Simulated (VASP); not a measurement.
A run of VASP 6.6.1:

Contents of POSCAR:

```
Al3Cu
1.0
    2.8569942888      0.0000000000      0.0000000000
    0.0000000000      2.8569942888      0.0000000000
    0.0000000000      0.0000000000      7.3641072206
Al Cu
3 1
Direct
    0.0000000000      0.0000000000      0.5000000000
    0.5000000000      0.5000000000      0.2226430005
    0.5000000000      0.5000000000      0.7773569995
    0.0000000000      0.0000000000      0.0000000000
```

File INCAR.step1:

```
PREC     = Accurate       # precision mode
ENCUT    = 520            # plane-wave cutoff, eV
ISMEAR   = 0              # smearing method
SIGMA    = 0.15           # smearing width, eV
LREAL    = F              # projectors in reciprocal space
LASPH    = T              # aspherical terms in the spheres
NELM     = 100            # most SCF steps
NBANDS   = 18             # bands
GGA      = PE             # functional
ALGO     = Normal         # electronic algorithm
EDIFF    = 1E-4           # SCF threshold, eV
LWAVE    = T              # write WAVECAR
LCHARG   = F              # write CHGCAR
```

INCAR.step2

```
PREC     = Accurate       # precision mode
ENCUT    = 520            # plane-wave cutoff, eV
EDIFF    = 1E-6           # SCF threshold, eV
ISMEAR   = 0              # smearing method
SIGMA    = 0.15           # smearing width, eV
LREAL    = F              # projectors in reciprocal space
LASPH    = T              # aspherical terms in the spheres
NELM     = 100            # most SCF steps
ALGO     = Normal         # electronic algorithm
ISIF     = 2              # what is computed and relaxed
LWAVE    = F              # write WAVECAR
LCHARG   = F              # write CHGCAR
METAGGA  = R2SCAN         # meta-GGA
LMIXTAU  = T            
NBANDS   = 18             # bands
ISTART   = 1
```

Contents of KPOINTS:

```
Automatic mesh
0
Gamma
  18 18 6
```

Potentials or basis: VASP PAW PBE potentials, release 64 (Al, Cu).

Launch:

```console
$ cat potpaw_PBE.64/Al/POTCAR potpaw_PBE.64/Cu/POTCAR > POTCAR
$ cp INCAR.step1 INCAR
$ mpirun -np 1 vasp_std > vasp.out
$ cp INCAR.step2 INCAR
$ mpirun -np 1 vasp_std > vasp.out
```

Hardware: 1 thread of Intel(R) Xeon(R) Platinum 8259CL CPU @ 2.50GHz (Skylake/Cascade Lake), with other jobs on the host.

Estimate the wall time of this run.

It took 13 min on 1 thread of Intel(R) Xeon(R) Platinum 8259CL CPU @ 2.50GHz (Skylake/Cascade Lake), on a shared host, peak memory 0.35 GiB. Counts: k points 220.
